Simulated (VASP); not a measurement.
CdS, 4 atoms in the cell. The typed cell holds 4 atoms: a = 4.135 Å, b = 4.117 Å, c = 6.749 Å, α = 89.79°, β = 89.43°, γ = 119.57°.  This cell differs from its parent crystal: equal xy, yz and zx shear strains of +1 %.

| Item | Value |
| --- | --- |
| Program | VASP 6.6.1 |
| Task | single point |
| Functional | PBE |
| Potentials or basis | VASP PAW PBE potentials, release 64 (Cd, S) |
| Cutoff | 520 eV |
| k mesh | 7 × 7 × 4 |
| Occupations | fermi-dirac, width 0.01 eV |
| Spin | no spin polarisation |
| Dipole correction | no |
| Further INCAR settings | ALGO = Normal; EDIFF = 1e-06; NBANDS = 26 |

Potentials or basis: VASP PAW PBE potentials, release 64 (Cd, S).

Command:

```sh
$ cat potpaw_PBE.64/Cd/POTCAR potpaw_PBE.64/S/POTCAR > POTCAR
$ mpirun -np 1 vasp_std > vasp.out
```

Hardware: 1 thread of Intel Xeon 8259CL, with other jobs on the host.

Question: Estimate the wall time of this run.

Answer: Wall time 3.1 min on 1 thread of Intel Xeon 8259CL, on a shared host, peak memory 0.36 GiB. Counts: scf iterations 14, k points 99.
